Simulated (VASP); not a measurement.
# Al9N in VASP: a series of runs

Al9N is run at these levels: PBE; tasks: single point.

Program: VASP 6.6.1. These are calculated values, not measurements. Logs are shortened: lines on timing, memory, paths and dates and some standing lists are left out, and cuts for length are marked.

### Step 1. The cell of the first run

The cell holds a slab with vacuum, 20 atoms: a = 5.707 Å, b = 9.806 Å, c = 22.790 Å, α = 90.00°, β = 90.00°, γ = 98.37°.

### Step 2. Single point, PBE

INCAR reads:

```
SYSTEM = Al9N
ALGO     = Normal         ! electronic algorithm
DIPOL    = 0.5 0.5 0.306
EDIFF    = 1E-7           ! SCF threshold, eV
ENCUT    = 520            ! plane-wave cutoff, eV
GGA      = PE             ! functional
IDIPOL   = 3            
ISIF     = 2              ! what is computed and relaxed
ISMEAR   = 0              ! smearing method
LASPH    = .True.         ! aspherical terms in the spheres
LCHARG   = .True.         ! write CHGCAR
LDIPOL   = .True.       
LELF     = .True.         ! ELF
LREAL    = Auto         
LVACPOTAV= .True.       
LVHAR    = .True.       
LWAVE    = .False.        ! write WAVECAR
NBANDS   = 48             ! bands
NELM     = 80             ! most SCF steps
PREC     = Accurate       ! precision mode
SIGMA    = 0.1            ! smearing width, eV
```

KPOINTS reads:

```
k-points
0
Gamma
  5 3 1
  0 0 0
```

POSCAR reads:

```
Al9N
1.0
    5.7070863110      0.0000000000      0.0000000000
   -1.4267715777      9.7014842372      0.0000000000
    0.0000000000      0.0000000000     22.7903703877
Al N
18 2
Direct
    0.2662216041      0.0648864163      0.1755127245
    0.7662216041      0.0648864163      0.1755127245
    0.3354806058      0.3419224231      0.2192029851
    0.8354806058      0.3419224231      0.2192029851
    0.1493324061      0.5973296244      0.2279410371
    0.6493324061      0.5973296244      0.2279410371
    0.4631842064      0.8527368258      0.2366790893
    0.9631842064      0.8527368258      0.2366790893
    0.0319772075      0.1277109158      0.2808262501
    0.5319772075      0.1277109158      0.2808262501
    0.0997917578      0.4042231245      0.3301071117
    0.5997917578      0.4042231245      0.3301071117
    0.4144000538      0.6596656467      0.3369822073
    0.9144000538      0.6596656467      0.3369822073
    0.2263076930      0.9110819227      0.3449259125
    0.7263076930      0.9110819227      0.3449259125
    0.2962427187      0.1814071959      0.3857054641
    0.7962427187      0.1814071959      0.3857054641
    0.3421762013      0.9110819227      0.5173400075
    0.6104391846      0.9110819227      0.5173400075
```

Potentials or basis: VASP PAW PBE potentials, release 64 (Al, N).

Run with:

```console
$ cat potpaw_PBE.64/Al/POTCAR potpaw_PBE.64/N/POTCAR > POTCAR
$ mpirun -np 1 vasp_std > vasp.out
```

OUTCAR:

```text
SYSTEM = Al9N
   EDIFF = 1E-7
   ENCUT = 520
   GGA = PE
   ISIF = 2
   ISMEAR = 0
   LASPH = .True.
   LREAL = Auto
   NELM = 80
   PREC = Accurate

 ion  position               nearest neighbor table
   1  0.266  0.065  0.176-   2 2.85   2 2.85   9 2.86  10 2.86   7 2.87   3 2.87   8 2.87
   2  0.766  0.065  0.176-   1 2.85   1 2.85  10 2.86   9 2.86   8 2.87   4 2.87   7 2.87
   3  0.335  0.342  0.219-   4 2.85   4 2.85   6 2.87   5 2.87   1 2.87   9 2.89  10 2.89  12 2.96
                            11 2.97
   4  0.835  0.342  0.219-   3 2.85   3 2.85   5 2.87   6 2.87   2 2.87  10 2.89   9 2.89  11 2.96
                            12 2.97
   5  0.149  0.597  0.228-   6 2.85   6 2.85   4 2.87   3 2.87   7 2.87   8 2.87  13 2.93  14 2.93
                            11 2.99
   6  0.649  0.597  0.228-   5 2.85   5 2.85   3 2.87   4 2.87   8 2.87   7 2.87  14 2.93  13 2.93
                            12 2.99
   7  0.463  0.853  0.237-  10 2.85   8 2.85   8 2.85   5 2.87   1 2.87   6 2.87   2 2.87  16 2.90
                            15 2.91  13 2.96
   8  0.963  0.853  0.237-   9 2.85   7 2.85   7 2.85   6 2.87   2 2.87   5 2.87   1 2.87  15 2.90
                            16 2.91  14 2.96
   9  0.032  0.128  0.281-  18 2.83  17 2.83   8 2.85  10 2.85  10 2.85   1 2.86   2 2.86   3 2.89
                             4 2.89  11 2.91  15 2.93  16 2.93
  10  0.532  0.128  0.281-  17 2.83  18 2.83   7 2.85   9 2.85   9 2.85   2 2.86   1 2.86   4 2.89
                             3 2.89  12 2.91  16 2.93  15 2.93
  11  0.100  0.404  0.330-  12 2.85  12 2.85  14 2.86  13 2.87  18 2.88  17 2.89   9 2.91   4 2.96
                             3 2.97   5 2.99
  12  0.600  0.404  0.330-  11 2.85  11 2.85  13 2.86  14 2.87  17 2.88  18 2.89  10 2.91   3 2.96
                             4 2.97   6 2.99
  13  0.414  0.660  0.337-  16 2.83  15 2.83  14 2.85  14 2.85  12 2.86  11 2.87   5 2.93   6 2.93
                             7 2.96
  14  0.914  0.660  0.337-  15 2.83  16 2.83  13 2.85  13 2.85  11 2.86  12 2.87   6 2.93   5 2.93
                             8 2.96
  15  0.226  0.911  0.345-  17 2.78  14 2.83  13 2.83  16 2.85  16 2.85   8 2.90   7 2.91   9 2.93
                            10 2.93
  16  0.726  0.911  0.345-  18 2.78  13 2.83  14 2.83  15 2.85  15 2.85   7 2.90   8 2.91  10 2.93
                             9 2.93
  17  0.296  0.181  0.386-  15 2.78  10 2.83   9 2.83  18 2.85  18 2.85  12 2.88  11 2.89
  18  0.796  0.181  0.386-  16 2.78   9 2.83  10 2.83  17 2.85  17 2.85  11 2.88  12 2.89
  19  0.342  0.911  0.517-  20 1.53
  20  0.610  0.911  0.517-  19 1.53

  LATTYP: Found a simple monoclinic cell.
 ALAT       =     5.7070863110
 B/A-ratio  =     3.9933460168
 C/A-ratio  =     1.7181865164
 COS(beta)  =    -0.1455022476

  Lattice vectors:

 A1 = (   5.7070863110,   0.0000000000,   0.0000000000)
 A2 = (   0.0000000000,   0.0000000000, -22.7903703877)
 A3 = (  -1.4267715777,   9.7014842372,   0.0000000000)

Analysis of symmetry for initial positions (statically):
=====================================================================
 Subroutine PRICEL returns:
 Original cell was already a primitive cell.

 Routine SETGRP: Setting up the symmetry group for a
 simple monoclinic supercell.

 Subroutine GETGRP returns: Found  1 space group operations
 (whereof  1 operations were pure point group operations)
 out of a pool of  4 trial point group operations.

The static configuration has the point symmetry C_1 .

Analysis of symmetry for dynamics (positions and initial velocities):
=====================================================================
 Subroutine PRICEL returns:
 Original cell was already a primitive cell.

 Routine SETGRP: Setting up the symmetry group for a
 simple monoclinic supercell.

 Subroutine GETGRP returns: Found  1 space group operations
 (whereof  1 operations were pure point group operations)
 out of a pool of  4 trial point group operations.

The dynamic configuration has the point symmetry C_1 .

 Subroutine INISYM returns: Found  1 space group operations
 (whereof  1 operations are pure point group operations),
 and found     1 'primitive' translations

----------------------------------------------------------------------------------------

                                     Primitive cell

  volume of cell :    1261.8392

[... 60 lines left out ...]

 Generating k-lattice:

  Cartesian coordinates                     Fractional coordinates (reciprocal lattice)
     0.035044152  0.005153851  0.000000000     0.200000000  0.000000000  0.000000000
     0.000000000  0.034359004  0.000000000     0.000000000  0.333333333  0.000000000
     0.000000000  0.000000000  0.043878181     0.000000000  0.000000000  1.000000000

  Length of vectors
     0.035421106  0.034359004  0.043878181

  Shift w.r.t. Gamma in fractional coordinates (k-lattice)
     0.000000000  0.000000000  0.000000000

 Subroutine IBZKPT returns following result:
 ===========================================

 Found      8 irreducible k-points:

 Following reciprocal coordinates:
            Coordinates               Weight
  0.000000  0.000000  0.000000      1.000000
  0.200000 -0.000000  0.000000      2.000000
  0.400000  0.000000  0.000000      2.000000
  0.000000  0.333333  0.000000      2.000000
  0.200000  0.333333  0.000000      2.000000
  0.400000  0.333333  0.000000      2.000000
 -0.400000  0.333333  0.000000      2.000000
 -0.200000  0.333333  0.000000      2.000000
   k-points           NKPTS =      8   k-points in BZ     NKDIM =      8   number of bands    NBANDS=     48
   number of dos      NEDOS =    301   number of ions     NIONS =     20
   total plane-waves  NPLWV = 604800
   dimension x,y,z NGX =    42 NGY =   80 NGZ =  180
   dimension x,y,z NGXF=    84 NGYF=  160 NGZF=  360
   ions per type =              18   2
   NGX,Y,Z   is equivalent  to a cutoff of  12.23, 13.56, 13.13 a.u.
   NGXF,Y,Z  is equivalent  to a cutoff of  24.47, 27.13, 26.26 a.u.
 SYSTEM =  Al9N
   PREC   = accura    normal or accurate (medium, high low for compatibility)
   ISTART =      0    job   : 0-new  1-cont  2-samecut
   ICHARG =      2    charge: 1-file 2-atom 10-const
   ISPIN  =      1    spin polarized calculation?
   LNONCOLLINEAR =      F non collinear calculations
   LSORBIT =      F    spin-orbit coupling
   LASPH  =      T    aspherical Exc in radial PAW
   ENCUT  =  520.0 eV  38.22 Ry    6.18 a.u.  10.61 18.23 42.37*2*pi/ulx,y,z
   NELM   =     80;   NELMIN=  2; NELMDL= -5     # of ELM steps
   EDIFF  = 0.1E-06   stopping-criterion for ELM
   LREAL  =      T    real-space projection
   EDIFFG = 0.1E-05   stopping-criterion for IOM
   NSW    =      0    number of steps for IOM
   IBRION =     -1    ionic relax: 0-MD 1-quasi-New 2-CG
   NFREE  =      0    steps in history (QN), initial steepest desc. (CG)
   ISIF   =      2    stress and relaxation
   ISYM   =      2    0-nonsym 1-usesym 2-fastsym
   POTIM  = 0.5000    time-step for ionic-motion
   TEBEG  =    0.0;   TEEND  =   0.0 temperature during run
   PSTRESS=    0.0 pullay stress
   NELECT =      64.0000    total number of electrons
   NUPDOWN=      -1.0000    fix difference up-down
   EMIN   =  10.00;   EMAX   =-10.00  energy-range for DOS
   EFERMI =   0.00;   METHOD = LEGACY
   ISMEAR =     0;   SIGMA  =   0.10  broadening in eV -4-tet -1-fermi 0-gaus
   EFERMI_NEDOS =   21; number of points for ismear=-14 and -15
   IALGO  =     38    algorithm
   IMIX   =      4    mixing-type and parameters
     AMIX     =   0.40;   BMIX     =  1.00
     AMIX_MAG =   1.60;   BMIX_MAG =  1.00
  volume/ion in A,a.u.               =      63.09       425.77
  Fermi-wavevector in a.u.,A,eV,Ry     =   0.605992  1.145159  4.996416  0.367226
  Thomas-Fermi vector in A             =   1.659921
   LORBIT       =      0    0 simple, 1 ext, 2 COOP (PROOUT), +10 PAW based schemes
   GGA     = PE    functional components
   LHFCALC =     F    Hartree Fock is set to
   AEXX    =    0.0000 exact exchange contribution
   IVDW    =     0    specifies the selected vdW correction
   LEPSILON=     F    determine dielectric tensor
   LRPA    =     F    only Hartree local field effects (RPA)
 non-spin polarized calculation
 Gauss-broadening in eV      SIGMA  =   0.10
  energy-cutoff  :      520.00
  volume of cell :     1261.84
 maximum number of plane-waves:     34010
   NGX = 21   NGY = 37   NGZ = 85

 dipolmoment           0.000000      0.000000     -0.006455 electrons x Angstroem

 number of electron      64.0000000 magnetization

 dipolmoment           0.000000      0.000000      0.286017 electrons x Angstroem

 Free energy of the ion-electron system (eV)
  ---------------------------------------------------
  ext. energy  EPLUGINS =         0.00000000
  ---------------------------------------------------
  free energy    TOTEN  =       -72.97143341 eV

  energy without entropy =      -72.91842715  energy(sigma->0) =      -72.94493028

 E-fermi :  -1.4238     XC(G=0):  -3.5768

 val. band max:       -1.4379146125   @ k =   0.0000   0.3333   0.0000
 cond. band min:      -1.4015552649   @ k =   0.2000  -0.0000   0.0000
 fundamental gap:      0.0363593476
 Fermi energy:        -1.4237579636

 k-point     1 :       0.0000    0.0000    0.0000
  band No.  band energies     occupation
      1     -18.6201      2.00000
      2     -11.9201      2.00000
      3     -11.4853      2.00000
      4      -9.9453      2.00000
      5      -9.8449      2.00000
      6      -9.1919      2.00000
[... 365 lines left out ...]
     43       0.5369      0.00000
     44       0.6729      0.00000
 [bands above 44 left out]

------------------------ aborting loop because EDIFF is reached ----------------------------------------

  FORCE on cell =-STRESS in cart. coord.  units (eV):
  Direction    XX          YY          ZZ          XY          YZ          ZX
  --------------------------------------------------------------------------------------
  -------------------------------------------------------------------------------------
  Total      -33.5047234    -12.7465514     -0.4378851      0.0195978     -0.4506187      0.0200232
  in kB      -42.5414818    -16.1844996     -0.5559896      0.0248836     -0.5721577      0.0254238
  external PRESSURE =     -19.7606570 kB  Pullay stress =       0.0000000 kB

 VOLUME and BASIS-vectors are now :
 -----------------------------------------------------------------------------
  energy-cutoff  :      520.00
  volume of cell :     1261.84
      direct lattice vectors                 reciprocal lattice vectors
     5.707086311  0.000000000  0.000000000     0.175220760  0.025769253  0.000000000
    -1.426771578  9.701484237  0.000000000     0.000000000  0.103077011  0.000000000
     0.000000000  0.000000000 22.790370388     0.000000000  0.000000000  0.043878181

 POSITION                                       TOTAL-FORCE (eV/Angst)
 -----------------------------------------------------------------------------------
      1.42677      0.62949      4.00000        -0.015136      0.158389      0.016001
      4.28031      0.62949      4.00000         0.002644      0.151047      0.017421
      1.42677      3.31715      4.99572        -0.006141      0.032016      0.056945
      4.28031      3.31715      4.99572         0.017874      0.044959      0.054181
      0.00000      5.79498      5.19486        -0.002257     -0.068529      0.015682
      2.85354      5.79498      5.19486        -0.000263     -0.070211      0.014521
[... 12 lines left out ...]
      0.65292      8.83885     11.79037        13.789328      0.019095     -0.077402
      2.18392      8.83885     11.79037       -13.787116      0.028956     -0.073167
 -----------------------------------------------------------------------------------
    total drift:                               -0.007883     -0.032228     -0.007353

  FREE ENERGIE OF THE ION-ELECTRON SYSTEM (eV)
  ---------------------------------------------------
  free  energy   TOTEN  =       -72.9714334144 eV

  energy  without entropy=      -72.9184271490  energy(sigma->0) =      -72.94493028

 vacuum level on the upper side and lower side of the slab         3.705         2.770
```

Wall time 26 min (1 thread of Intel Xeon Platinum 8488C (Sapphire Rapids), shared host); peak memory 1.2 GiB.

Results:

```yaml
Free_energy: -72.9714 eV
Largest_force: 13.790 eV/Å
Band_gap_on_the_k_mesh: zero (bands 32 and 33 overlap by 0.71 eV)
```

Forces in eV/Å, atoms in the order of the input:
```
Al   -0.015   0.158   0.016
Al    0.003   0.151   0.017
Al   -0.006   0.032   0.057
Al    0.018   0.045   0.054
Al   -0.002  -0.069   0.016
Al    0.000  -0.070   0.015
Al   -0.005  -0.097  -0.130
Al    0.007  -0.093  -0.125
Al   -0.001   0.000  -0.002
Al    0.001   0.006  -0.014
Al    0.000  -0.013   0.004
Al    0.010  -0.017   0.001
Al   -0.010  -0.007   0.018
Al   -0.003  -0.014   0.015
Al   -0.007  -0.012   0.055
Al    0.004  -0.004   0.048
Al    0.002  -0.019   0.050
Al    0.002  -0.026   0.055
N    13.789   0.019  -0.077
N   -13.787   0.029  -0.073
```

### Step 3. Single point, PBE

INCAR reads:

```
SYSTEM = Al9N
PREC = Accurate
ENCUT = 520
EDIFF = 1E-6
ISMEAR = 0
SIGMA = 0.1
LREAL = Auto
LASPH = .True.
NELM = 60
ALGO = Normal
ISIF = 2
LWAVE = .False.
LCHARG = .True.
LDIPOL = .True.
IDIPOL = 3
DIPOL = 0.5 0.5 0.297
GGA = PE
LELF = .True.
LVHAR = .True.
LVACPOTAV = .True.
NBANDS = 48
```

KPOINTS reads:

```
Automatic mesh
0
Gamma
  5 3 1
  0 0 0
```

POSCAR, as its differences from that of step 2:

```diff
@@ -26,3 +26,3 @@
     0.7962427187      0.1814071959      0.3857054641
-    0.3421762013      0.9110819227      0.5173400075
-    0.6104391846      0.9110819227      0.5173400075
+    0.3146665420      0.9110819227      0.4348490270
+    0.6379488439      0.9110819227      0.4348490270
```

Potentials or basis: VASP PAW PBE potentials, release 64 (Al, N).

Run with:

```console
$ cat potpaw_PBE.64/Al/POTCAR potpaw_PBE.64/N/POTCAR > POTCAR
$ mpirun -np 1 vasp_std > vasp.out
```

OUTCAR:

```text
SYSTEM = Al9N
   PREC = Accurate
   ENCUT = 520
   EDIFF = 1E-6
   ISMEAR = 0
   LREAL = Auto
   LASPH = .True.
   NELM = 60
   ISIF = 2
   GGA = PE

 ion  position               nearest neighbor table
   1  0.266  0.065  0.176-   2 2.85   2 2.85   9 2.86  10 2.86   7 2.87   3 2.87   8 2.87
   2  0.766  0.065  0.176-   1 2.85   1 2.85  10 2.86   9 2.86   8 2.87   4 2.87   7 2.87
   3  0.335  0.342  0.219-   4 2.85   4 2.85   6 2.87   5 2.87   1 2.87   9 2.89  10 2.89  12 2.96
                            11 2.97
   4  0.835  0.342  0.219-   3 2.85   3 2.85   5 2.87   6 2.87   2 2.87  10 2.89   9 2.89  11 2.96
                            12 2.97
   5  0.149  0.597  0.228-   6 2.85   6 2.85   4 2.87   3 2.87   7 2.87   8 2.87  13 2.93  14 2.93
                            11 2.99
   6  0.649  0.597  0.228-   5 2.85   5 2.85   3 2.87   4 2.87   8 2.87   7 2.87  14 2.93  13 2.93
                            12 2.99
   7  0.463  0.853  0.237-  10 2.85   8 2.85   8 2.85   5 2.87   1 2.87   6 2.87   2 2.87  16 2.90
                            15 2.91  13 2.96
   8  0.963  0.853  0.237-   9 2.85   7 2.85   7 2.85   6 2.87   2 2.87   5 2.87   1 2.87  15 2.90
                            16 2.91  14 2.96
[... 244 lines left out ...]
      6      -9.3040      2.00000
[... 365 lines left out ...]
     43       0.5481      0.00000
     44       0.5780      0.00000
 [bands above 44 left out]

------------------------ aborting loop because EDIFF is reached ----------------------------------------

  FORCE on cell =-STRESS in cart. coord.  units (eV):
  Direction    XX          YY          ZZ          XY          YZ          ZX
  --------------------------------------------------------------------------------------
  -------------------------------------------------------------------------------------
  Total      -20.3942798    -12.9558034     -8.9720556     -0.0944953      2.2780549      0.1285848
  in kB      -25.8949423    -16.4501903    -11.3919621     -0.1199822      2.8924826      0.1632661
  external PRESSURE =     -17.9123649 kB  Pullay stress =       0.0000000 kB

 VOLUME and BASIS-vectors are now :
 -----------------------------------------------------------------------------
  energy-cutoff  :      520.00
  volume of cell :     1261.84
      direct lattice vectors                 reciprocal lattice vectors
     5.707086311  0.000000000  0.000000000     0.175220760  0.025769253  0.000000000
    -1.426771578  9.701484237  0.000000000     0.000000000  0.103077011  0.000000000
     0.000000000  0.000000000 22.790370388     0.000000000  0.000000000  0.043878181

 POSITION                                       TOTAL-FORCE (eV/Angst)
 -----------------------------------------------------------------------------------
      1.42677      0.62949      4.00000         0.003147      0.115223      0.065159
      4.28031      0.62949      4.00000        -0.011201      0.118463      0.070086
      1.42677      3.31715      4.99572        -0.038694      0.050613      0.062098
      4.28031      3.31715      4.99572         0.032630      0.039762      0.107768
      0.00000      5.79498      5.19486        -0.062515     -0.130078     -0.010020
      2.85354      5.79498      5.19486         0.039046     -0.089708     -0.007914
[... 12 lines left out ...]
      0.49592      8.83885      9.91037         3.776876      0.686939     -2.167690
      2.34092      8.83885      9.91037        -3.762966      0.672998     -2.162845
 -----------------------------------------------------------------------------------
    total drift:                               -0.008084     -0.033029     -0.006789

  FREE ENERGIE OF THE ION-ELECTRON SYSTEM (eV)
  ---------------------------------------------------
  free  energy   TOTEN  =       -73.1654218392 eV

  energy  without entropy=      -73.1113916532  energy(sigma->0) =      -73.13840675

 vacuum level on the upper side and lower side of the slab         3.905         2.583
```

Run time: 27 min. Hardware: 1 thread of Intel Xeon Platinum 8488C (Sapphire Rapids), shared host; peak memory 1.2 GiB.

What came out:

```
Free energy            : -73.1654 eV
Largest force          : 4.409 eV/Å
Band gap on the k mesh : zero (bands 32 and 33 overlap by 0.48 eV)
```

Forces on the atoms (eV/Å):
```
Al   0.003  0.115  0.065
Al  -0.011  0.118  0.070
Al  -0.039  0.051  0.062
Al   0.033  0.040  0.108
Al  -0.063 -0.130 -0.010
Al   0.039 -0.090 -0.008
Al   0.006 -0.030  0.022
Al  -0.014 -0.069 -0.138
Al  -0.012 -0.065  0.033
Al   0.024 -0.106  0.033
Al   0.016 -0.037 -0.002
Al  -0.002  0.036  0.038
Al   0.008 -0.188  0.052
Al  -0.036 -0.140 -0.027
Al   0.371 -0.174  1.614
Al  -0.329 -0.186  1.619
Al   0.011 -0.258  0.396
Al  -0.019 -0.247  0.404
N    3.777  0.687 -2.168
N   -3.763  0.673 -2.163
```

[end of part 1 of 2]

The gap in the log of VASP goes by the Fermi energy; the results here count the filled bands.